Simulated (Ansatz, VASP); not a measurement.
GaN: VASP beside Ansatz

```
Ga N
1.0
    -0.08541    2.21998    2.21998
     2.13457    0.00000    2.13457
     2.13457    2.13457    0.00000
Ga N
1 1
Direct
  0.00000 0.00000 0.00000
  0.50000 0.50000 0.50000
```

Alike in both runs: task single point; functional PBE; k mesh 14 × 14 × 14; occupations gaussian, width 0.05 eV; no spin polarisation.

|  | VASP | Ansatz |
| --- | --- | --- |
| version | VASP 6.6.1 | Ansatz 0.2.0 |
| potentials or method | VASP PAW PBE potentials, release 64 (Ga_d, N), cutoff 520 eV | scalar-relativistic, plane waves, PAW |
| valence electrons in the cell | 18 | 18 |

|  | VASP | Ansatz | Ansatz less VASP |
| --- | --- | --- | --- |
| gap on the k mesh at the Fermi level (eV) | none | none | - |
| pressure (GPa) | -9.7 | -10.4 | -0.71 |
| traceless stress, the component that is largest in VASP (GPa) | 7.67 | 7.69 | +0.015 |

A gap of «none» marks a metal or a gap that the smearing closes.
